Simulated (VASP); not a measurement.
# W3C: relaxation of the atoms with LDA

W3C, a slab with vacuum:

```xyz
4
Lattice="2.8090 0.0000 0.0000 -1.4045 2.4327 0.0000 0.0000 0.0000 20.1144" Properties=species:S:1:pos:R:3 pbc="T T T"
W     1.4045    0.8109    4.0000
W     0.0000    1.6218    6.3073
W     0.0000    0.0000    8.6144
C    -0.7023    1.2163   10.0544
```

```
Program                             : VASP 6.6.1
Task                                : relaxation of the atoms
Functional                          : LDA
Potentials or basis                 : VASP PAW LDA potentials, release 64 (W_sv, C)
Cutoff                              : 520 eV
k mesh                              : 12 × 12 × 1
Occupations                         : gaussian, width 0.1 eV
Spin                                : no spin polarisation
Dipole correction                   : yes
Atoms held fixed (from 0)           : [0, 1, 2]
Further INCAR settings              : ALGO = Normal; EDIFF = 1e-07; NELMDL = -8; IBRION = 2; EDIFFG = -0.025; NSW = 36
Atoms held along some axes (from 0) : atom 3 along a and b
```

```json
{
  "Energy gained by relaxing": "35.0 meV/atom",
  "Ionic steps": "3",
  "Band gap on the k mesh": "zero (bands 23 and 24 overlap by 0.81 eV)"
}
```

The path:
```csv
step,energy change (eV),largest force on free atoms (eV/Å),pressure (GPa)
1,0.0000,2.0574,-1.88
2,-0.1326,0.5195,0.28
3,-0.1398,0.0088,0.95
```

Final structure:
```cif
data_structure
_symmetry_space_group_name_H-M 'P 1'
_symmetry_Int_Tables_number 1
_cell_length_a 2.8090
_cell_length_b 2.8090
_cell_length_c 20.1144
_cell_angle_alpha 90.000
_cell_angle_beta 90.000
_cell_angle_gamma 120.000
_cell_volume 137.45
loop_
_atom_site_label
_atom_site_type_symbol
_atom_site_fract_x
_atom_site_fract_y
_atom_site_fract_z
_atom_site_occupancy
W1 W 0.66667 0.33333 0.19886 1
W2 W 0.33333 0.66667 0.31357 1
W3 W 0.00000 0.00000 0.42827 1
C1 C 0.00000 0.50000 0.49358 1
```

Levels at points of the mesh, in eV from the Fermi level:
| k point | band 19 | band 20 | band 21 | band 22 | band 23 | band 24 | band 25 | band 26 | band 27 |
| --- | --- | --- | --- | --- | --- | --- | --- | --- | --- |
| (0.00, 0.00, 0.00) | -1.30 | -1.16 | -0.84 | -0.57 | -0.28 | -0.18 | -0.07 | 0.25 | 1.45 |
| (0.50, 0.00, 0.00) | -2.82 | -2.14 | -1.14 | -0.08 | 0.33 | 1.63 | 3.13 | 3.33 | 4.09 |
| (0.00, 0.50, 0.00) | -2.16 | -1.38 | -0.50 | 0.14 | 0.25 | 1.41 | 1.84 | 3.07 | 3.82 |

Run time: 5.5 min on 1 thread of Intel(R) Xeon(R) 6975P-C (Granite Rapids), with other jobs on the host, peak memory 0.31 GiB.

Caveat: spin-orbit coupling is left out, which moves the levels of the heavy elements.
